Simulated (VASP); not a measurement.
Input of a VASP 6.6.1 run:

The input INCAR:

```
ALGO = Fast
EDIFF = 1E-6
ENCUT = 520
GGA = PS
ISIF = 2
ISMEAR = 0
LASPH = True
LCHARG = False
LREAL = False
LWAVE = False
NBANDS = 13
NELM = 80
PREC = Accurate
SIGMA = 0.1
```

File KPOINTS:

```
k-points
0
Gamma
  14 14 14
```

POSCAR

```
Pb
1.0
    0.0000000000      2.4674785448      2.4674785448
    2.4674785448      0.0000000000      2.4674785448
    2.4674785448      2.4674785448      0.0000000000
Pb
1
Direct
    0.0000000000      0.0000000000      0.0000000000
```

Potentials or basis: VASP PAW PBE potentials, release 64 (Pb_d).

Command:

```sh
$ cat potpaw_PBE.64/Pb_d/POTCAR > POTCAR
$ mpirun -np 1 vasp_std > vasp.out
```

What does it give for the band gap on the k mesh?

Zero (band 7 reaches 14.69 eV, above the bottom of band 8 at 5.61 eV).

Estimate the pressure.

0.0 GPa.

Caveat: the PAW data sets were made with another functional, which shifts forces and pressure a little; spin-orbit coupling is left out, which moves the levels of the heavy elements.
